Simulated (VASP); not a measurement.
# TaN (I4mm) in VASP: further runs

Runs on TaN. Level: LDA. Tasks: single point.

Program: VASP 6.6.1. These are calculated values, not measurements. Logs are shortened: lines on timing, memory, paths and dates and some standing lists are left out, and cuts for length are marked.

## Step 1: The cell of the first run

The structure is tetragonal, space group I4mm (No. 107). Conventional cell: a = 3.100 Å, b = 3.100 Å, c = 4.384 Å, α = 90.00°, β = 90.00°, γ = 90.00°. Ta (site symmetry 4mm) has 6 N at 2.06 to 2.32 Å within 2.7 Å. N (site symmetry 4mm) has 6 Ta at 2.06 to 2.32 Å within 2.7 Å.

## Step 2: Single point, LDA (atoms displaced along a vibrational mode, the cell strained)

Input file INCAR:

```
PREC = Accurate ; ENCUT = 1330
EDIFF = 1E-6 ; ISMEAR = 0
SIGMA = 0.15 ; LREAL = False
LASPH = True ; NELM = 120
ALGO = Normal ; ISIF = 2
LWAVE = False ; LCHARG = True
GGA = CA ; LELF = True
LVHAR = True ; NBANDS = 16
GGA_COMPAT = False
```

Input file KPOINTS:

```
regular mesh
0
Gamma
  18 18 18
```

Input file POSCAR:

```
TaN
1.0
    0.0000000000      2.1918784864      2.1918784864
    2.1918784864      0.0000000000      2.1918784864
    2.1918784864      2.1918784864      0.0000000000
Ta N
1 1
Direct
    0.4978278253      0.5021721747      0.5021721747
    0.0280609990     -0.0280609990     -0.0280609990
```

Potentials or basis: VASP PAW LDA potentials, release 64 (Ta_sv_GW, N_h).

Command:

```
$ cat potpaw_LDA.64/Ta_sv_GW/POTCAR potpaw_LDA.64/N_h/POTCAR > POTCAR
$ mpirun -np 1 vasp_std > vasp.out
```

OUTCAR:

```text
PREC = Accurate
   ENCUT = 1330
   EDIFF = 1E-6
   ISMEAR = 0
   LREAL = False
   LASPH = True
   NELM = 120
   ISIF = 2
   GGA = CA

 ion  position               nearest neighbor table
   1  0.498  0.502  0.502-   2 2.06   2 2.20   2 2.20   2 2.20   2 2.20   2 2.32
   2  0.028  0.972  0.972-   1 2.06   1 2.20   1 2.20   1 2.20   1 2.20   1 2.32

  LATTYP: Found a face centered cubic cell.
 ALAT       =     4.3837569728

  Lattice vectors:

 A1 = (   0.0000000000,   2.1918784864,   2.1918784864)
 A2 = (   2.1918784864,   0.0000000000,   2.1918784864)
 A3 = (   2.1918784864,   2.1918784864,   0.0000000000)

Analysis of symmetry for initial positions (statically):
=====================================================================
 Subroutine PRICEL returns:
 Original cell was already a primitive cell.

 Routine SETGRP: Setting up the symmetry group for a
 face centered cubic supercell.

 Subroutine GETGRP returns: Found  8 space group operations
 (whereof  8 operations were pure point group operations)
 out of a pool of 48 trial point group operations.

The static configuration has the point symmetry C_4v.

Analysis of symmetry for dynamics (positions and initial velocities):
=====================================================================
 Subroutine PRICEL returns:
 Original cell was already a primitive cell.

 Routine SETGRP: Setting up the symmetry group for a
 face centered cubic supercell.

 Subroutine GETGRP returns: Found  8 space group operations
 (whereof  8 operations were pure point group operations)
 out of a pool of 48 trial point group operations.

The dynamic configuration has the point symmetry C_4v.

 Subroutine INISYM returns: Found  8 space group operations
 (whereof  8 operations are pure point group operations),
 and found     1 'primitive' translations

----------------------------------------------------------------------------------------

                                     Primitive cell

  volume of cell :      21.0610

  direct lattice vectors                    reciprocal lattice vectors
     0.000000000  2.191878486  2.191878486    -0.228114835  0.228114835  0.228114835
     2.191878486  0.000000000  2.191878486     0.228114835 -0.228114835  0.228114835
     2.191878486  2.191878486  0.000000000     0.228114835  0.228114835 -0.228114835

  length of vectors
     3.099784283  3.099784283  3.099784283     0.395106485  0.395106485  0.395106485

  position of ions in fractional coordinates (direct lattice)
     0.497827825  0.502172175  0.502172175
     0.028060999  0.971939001  0.971939001

  ion indices of the primitive-cell ions
   primitive index   ion index
                 1           1
                 2           2

----------------------------------------------------------------------------------------

 KPOINTS: regular mesh

Automatic generation of k-mesh.
 Grid dimensions read from file:
 generate k-points for:   18   18   18

 Generating k-lattice:

  Cartesian coordinates                     Fractional coordinates (reciprocal lattice)
    -0.012673046  0.012673046  0.012673046     0.055555556  0.000000000  0.000000000
     0.012673046 -0.012673046  0.012673046     0.000000000  0.055555556  0.000000000
     0.012673046  0.012673046 -0.012673046     0.000000000  0.000000000  0.055555556

  Length of vectors
     0.021950360  0.021950360  0.021950360

  Shift w.r.t. Gamma in fractional coordinates (k-lattice)
     0.000000000  0.000000000  0.000000000

 Subroutine IBZKPT returns following result:
 ===========================================

 Found    480 irreducible k-points:

 Following reciprocal coordinates:
            Coordinates               Weight
  0.000000  0.000000  0.000000      1.000000
  0.055556  0.000000  0.000000      8.000000
  0.111111  0.000000  0.000000      8.000000
  0.166667  0.000000  0.000000      8.000000
  0.222222  0.000000  0.000000      8.000000
  0.277778  0.000000  0.000000      8.000000
[... 16 lines left out ...]
  0.388889  0.055556  0.000000     16.000000
  0.000000  0.388889  0.055556      8.000000
 [... further k-points ...]
   k-points           NKPTS =    480   k-points in BZ     NKDIM =    480   number of bands    NBANDS=     16
   number of dos      NEDOS =    301   number of ions     NIONS =      2
   total plane-waves  NPLWV =  64000
   dimension x,y,z NGX =    40 NGY =   40 NGZ =   40
   dimension x,y,z NGXF=    80 NGYF=   80 NGZF=   80
   ions per type =               1   1
   NGX,Y,Z   is equivalent  to a cutoff of  21.45, 21.45, 21.45 a.u.
   NGXF,Y,Z  is equivalent  to a cutoff of  42.91, 42.91, 42.91 a.u.
 SYSTEM =  unknown system
   PREC   = accura    normal or accurate (medium, high low for compatibility)
   ISTART =      0    job   : 0-new  1-cont  2-samecut
   ICHARG =      2    charge: 1-file 2-atom 10-const
   ISPIN  =      1    spin polarized calculation?
   LNONCOLLINEAR =      F non collinear calculations
   LSORBIT =      F    spin-orbit coupling
   LASPH  =      T    aspherical Exc in radial PAW
   ENCUT  = 1330.0 eV  97.75 Ry    9.89 a.u.   9.22  9.22  9.22*2*pi/ulx,y,z
   NELM   =    120;   NELMIN=  2; NELMDL= -5     # of ELM steps
   EDIFF  = 0.1E-05   stopping-criterion for ELM
   LREAL  =      F    real-space projection
   EDIFFG = 0.1E-04   stopping-criterion for IOM
   NSW    =      0    number of steps for IOM
   IBRION =     -1    ionic relax: 0-MD 1-quasi-New 2-CG
   NFREE  =      0    steps in history (QN), initial steepest desc. (CG)
   ISIF   =      2    stress and relaxation
   ISYM   =      2    0-nonsym 1-usesym 2-fastsym
   POTIM  = 0.5000    time-step for ionic-motion
   TEBEG  =    0.0;   TEEND  =   0.0 temperature during run
   PSTRESS=    0.0 pullay stress
   NELECT =      18.0000    total number of electrons
   NUPDOWN=      -1.0000    fix difference up-down
   EMIN   =  10.00;   EMAX   =-10.00  energy-range for DOS
   EFERMI =   0.00;   METHOD = LEGACY
   ISMEAR =     0;   SIGMA  =   0.15  broadening in eV -4-tet -1-fermi 0-gaus
   EFERMI_NEDOS =   21; number of points for ismear=-14 and -15
   IALGO  =     38    algorithm
   IMIX   =      4    mixing-type and parameters
     AMIX     =   0.40;   BMIX     =  1.00
     AMIX_MAG =   1.60;   BMIX_MAG =  1.00
  volume/ion in A,a.u.               =      10.53        71.06
  Fermi-wavevector in a.u.,A,eV,Ry     =   1.553600  2.935878 32.840011  2.413673
  Thomas-Fermi vector in A             =   2.657807
   LORBIT       =      0    0 simple, 1 ext, 2 COOP (PROOUT), +10 PAW based schemes
   GGA     = CA    functional components
   LHFCALC =     F    Hartree Fock is set to
   AEXX    =    0.0000 exact exchange contribution
   IVDW    =     0    specifies the selected vdW correction
   LEPSILON=     F    determine dielectric tensor
   LRPA    =     F    only Hartree local field effects (RPA)
 non-spin polarized calculation
 Gauss-broadening in eV      SIGMA  =   0.15
  energy-cutoff  :     1330.00
  volume of cell :       21.06
 maximum number of plane-waves:      2336
 NGX is ok and might be reduce to    40
   NGX = 19   NGY = 19   NGZ = 19

 number of electron      18.0000000 magnetization

 Free energy of the ion-electron system (eV)
  ---------------------------------------------------
  ext. energy  EPLUGINS =         0.00000000
  ---------------------------------------------------
  free energy    TOTEN  =       -26.59392787 eV

  energy without entropy =      -26.58517682  energy(sigma->0) =      -26.58955234

 E-fermi :  13.9311     XC(G=0): -14.1258

 val. band max:       13.9242210735   @ k =   0.2222   0.1667   0.0000
 cond. band min:      13.9394324416   @ k =  -0.1111   0.1667   0.0556
 fundamental gap:      0.0152113681
 Fermi energy:        13.9311185164

 k-point     1 :       0.0000    0.0000    0.0000
  band No.  band energies     occupation
      1     -55.1036      2.00000
      2     -21.5462      2.00000
      3     -21.5262      2.00000
      4     -21.5262      2.00000
      5      -4.6979      2.00000
      6       9.7285      2.00000
[... 8 lines left out ...]
     15      23.1766      0.00000
     16      37.9344      0.00000

 k-point     2 :       0.0556    0.0000    0.0000
  band No.  band energies     occupation
      1     -55.1017      2.00000
      2     -21.5669      2.00000
      3     -21.5379      2.00000
      4     -21.5289      2.00000
      5      -4.6203      2.00000
      6       9.2276      2.00000
[... 8 lines left out ...]
     15      23.4104      0.00000
     16      36.8378      0.00000

 k-point     3 :       0.1111    0.0000    0.0000
  band No.  band energies     occupation
      1     -55.0965      2.00000
      2     -21.6489      2.00000
      3     -21.5483      2.00000
      4     -21.5368      2.00000
      5      -4.3947      2.00000
      6       8.4540      2.00000
[... 8 lines left out ...]
     15      24.0717      0.00000
     16      34.8988      0.00000

 k-point     4 :       0.1667    0.0000    0.0000
  band No.  band energies     occupation
      1     -55.0884      2.00000
      2     -21.7754      2.00000
      3     -21.5606      2.00000
      4     -21.5487      2.00000
      5      -4.0404      2.00000
      6       7.5686      2.00000
[... 8 lines left out ...]
     15      25.0288      0.00000
     16      32.9934      0.00000
[... 324 lines left out ...]
 k-point    22 :       0.0000    0.3333    0.0556
  band No.  band energies     occupation
      1     -55.0599      2.00000
      2     -22.1815      2.00000
      3     -21.6081      2.00000
      4     -21.6011      2.00000
      5      -2.7119      2.00000
      6       5.1679      2.00000
[... 8 lines left out ...]
     15      26.1883      0.00000
     16      29.1351      0.00000

 k-point    23 :       0.3889    0.0556    0.0000
  band No.  band energies     occupation
      1     -55.0512      2.00000
      2     -22.3015      2.00000
      3     -21.6283      2.00000
      4     -21.6091      2.00000
      5      -2.2364      2.00000
      6       4.4808      2.00000
[... 8 lines left out ...]
     15      25.6449      0.00000
     16      27.8579      0.00000

 k-point    24 :       0.0000    0.3889    0.0556
  band No.  band energies     occupation
      1     -55.0511      2.00000
      2     -22.3037      2.00000
      3     -21.6181      2.00000
      4     -21.6179      2.00000
      5      -2.2310      2.00000
      6       4.4790      2.00000
[... 8 lines left out ...]
     15      25.7138      0.00000
     16      27.8067      0.00000

 [... further k-points ...]

------------------------ aborting loop because EDIFF is reached ----------------------------------------

  FORCE on cell =-STRESS in cart. coord.  units (eV):
  Direction    XX          YY          ZZ          XY          YZ          ZX
  --------------------------------------------------------------------------------------
  -------------------------------------------------------------------------------------
  Total        0.1714210     -0.9798723     -0.9798723     -0.0000000      0.0000000      0.0000000
  in kB       13.0405261    -74.5419317    -74.5419317     -0.0000000      0.0000000      0.0000000
  external PRESSURE =     -45.3477791 kB  Pullay stress =       0.0000000 kB

 VOLUME and BASIS-vectors are now :
 -----------------------------------------------------------------------------
  energy-cutoff  :     1330.00
  volume of cell :       21.06
      direct lattice vectors                 reciprocal lattice vectors
     0.000000000  2.191878486  2.191878486    -0.228114835  0.228114835  0.228114835
     2.191878486  0.000000000  2.191878486     0.228114835 -0.228114835  0.228114835
     2.191878486  2.191878486  0.000000000     0.228114835  0.228114835 -0.228114835

 POSITION                                       TOTAL-FORCE (eV/Angst)
 -----------------------------------------------------------------------------------
      2.20140      2.19188      2.19188        -1.157073      0.000000      0.000000
      4.26074      2.19188      2.19188         1.157073      0.000000      0.000000
 -----------------------------------------------------------------------------------
    total drift:                               -0.000099      0.000000      0.000000

  FREE ENERGIE OF THE ION-ELECTRON SYSTEM (eV)
  ---------------------------------------------------
  free  energy   TOTEN  =       -26.5939278651 eV

  energy  without entropy=      -26.5851768178  energy(sigma->0) =      -26.58955234
```

Run time: 10 min. Hardware: 1 thread of Intel Xeon Platinum 8259CL at 2.50GHz (Skylake/Cascade Lake), shared host; peak memory 0.81 GiB.

What came out:

| Item | Value |
| --- | --- |
| Free energy | -26.5939 eV |
| Pressure | -4.5 GPa |
| Largest force | 1.157 eV/Å |
| Band gap on the k mesh | zero (bands 9 and 10 overlap by 3.62 eV) |

Forces in eV/Å, atoms in the order of the input:
```
Ta  -1.157  0.000  0.000
N    1.157  0.000  0.000
```

Stress tensor (GPa, compression positive):
```
 1.30  0.00  0.00
 0.00 -7.45  0.00
 0.00  0.00 -7.45
```

Levels at points of the mesh, in eV from the Fermi level:
```csv
k point,band 6,band 7,band 8,band 9,band 10,band 11,band 12,band 13
"(0.00, 0.00, 0.00)",-4.20,-4.20,-4.14,-2.09,-1.62,-1.62,0.07,0.59
"(0.50, 0.00, 0.00)",-10.34,-7.59,-7.55,1.85,1.99,2.02,3.89,7.31
"(0.50, 0.50, 0.00)",-6.53,-6.16,-4.63,-3.82,2.28,3.63,3.65,4.64
"(0.00, 0.50, 0.50)",-6.46,-5.48,-4.56,-4.56,2.17,3.63,3.63,4.47
```

Caveat: the cell differs from its parent crystal (atoms displaced along a vibrational mode, the cell strained); the stress differs along the axes, from -7 to 1 GPa; spin-orbit coupling is left out, which moves the levels of the heavy elements; forces of over 1 eV/Å act on the atoms, so gaps and moduli don't describe the material at rest.

## Step 3: Single point, LDA (atoms displaced along a vibrational mode, the cell strained)

Input file INCAR:

```
SYSTEM = TaN
  ALGO = Normal
  EDIFF = 1E-6
  ENCUT = 1330
  GGA = CA
  GGA_COMPAT = .False.
  ISIF = 2
  ISMEAR = 0
  LASPH = .True.
  LCHARG = .True.
  LELF = .True.
  LREAL = .False.
  LVHAR = .True.
  LWAVE = .False.
  NBANDS = 16
  NELM = 120
  PREC = Accurate
  SIGMA = 0.15
```

Input file KPOINTS:

```
k-points
0
Gamma
  18 18 18
  0 0 0
```

Input file POSCAR:

```
TaN
1.0
    0.0000000000      2.2101387059      2.2101387059
    2.2101387059      0.0000000000      2.2101387059
    2.2101387059      2.2101387059      0.0000000000
Ta N
1 1
Direct
    0.4967417379      0.5032582621      0.5032582621
    0.0420914985     -0.0420914985     -0.0420914985
```

Potentials or basis: VASP PAW LDA potentials, release 64 (Ta_sv_GW, N_h).

Command:

```
$ cat potpaw_LDA.64/Ta_sv_GW/POTCAR potpaw_LDA.64/N_h/POTCAR > POTCAR
$ mpirun -np 1 vasp_std > vasp.out
```

Run time: 7 min. Hardware: 1 thread of Intel Xeon Platinum 8488C (Sapphire Rapids), shared host; peak memory 0.82 GiB.

The run converged. Its results:

```yaml
Free_energy: -26.4743 eV
Pressure: -8.8 GPa
Largest_force: 1.780 eV/Å
Band_gap_on_the_k_mesh: zero (bands 9 and 10 overlap by 3.16 eV)
```

Forces on the atoms (eV/Å):
```
Ta  -1.780  0.000  0.000
N    1.780  0.000  0.000
```

Stress tensor (GPa, compression positive):
```
  3.46   0.00   0.00
  0.00 -14.99   0.00
  0.00   0.00 -14.99
```

Levels at points of the mesh, in eV from the Fermi level:
```
           k point  band 7  band 8  band 9  band 10  band 11  band 12
(0.00, 0.00, 0.00)   -4.43   -4.39   -1.94    -1.08    -1.08     0.14
(0.50, 0.00, 0.00)   -7.34   -7.28    1.71     1.96     2.02     3.77
(0.50, 0.50, 0.00)   -6.40   -4.62   -3.16     2.43     3.54     3.58
(0.00, 0.50, 0.50)   -5.25   -4.47   -4.47     2.18     3.53     3.53
```

Caveat: the cell differs from its parent crystal (atoms displaced along a vibrational mode, the cell strained); the stress differs along the axes, from -15 to 3 GPa; spin-orbit coupling is left out, which moves the levels of the heavy elements; forces of over 1 eV/Å act on the atoms, so gaps and moduli don't describe the material at rest.
